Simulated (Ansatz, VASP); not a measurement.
## Two plane-wave programs on BN

```xyz
4
Lattice="2.5233 0.0000 0.0000 -1.2616 2.1852 0.0000 0.0000 0.0000 4.1764" Properties=species:S:1:pos:R:3 pbc="T T T"
B     1.2616    0.7284    4.1751
B     0.0000    1.4568    2.0869
N     1.2616    0.7284    2.6115
N     0.0000    1.4568    0.5233
```

Alike in both runs: functional LDA; k mesh 9 × 9 × 6; occupations gaussian, width 0.1 eV; no spin polarisation.

Ansatz relaxed the structure, and its values are those at the end. VASP's run is a single point on that final structure, the one shown.

```csv
,VASP,Ansatz
version,VASP 6.6.1,Ansatz 0.2.0
potentials or method,"VASP PAW LDA potentials, release 64 (B, N), cutoff 600 eV","scalar-relativistic, plane waves, PAW"
valence electrons in the cell,16,16
```

Ansatz gave:

| Item | Value |
| --- | --- |
| gap on the k mesh at the Fermi level (eV) | 4.93 |
| least direct gap on the mesh (eV) | 8.29 |
| pressure (GPa) | -0.2 |

Task: Which values does VASP return?

Result: gap on the k mesh at the Fermi level (eV): 4.90; least direct gap on the mesh (eV): 8.28; pressure (GPa): 0.6.

LDA's correlation is that of Perdew and Zunger in VASP and of Perdew and Wang (1992) in Ansatz.
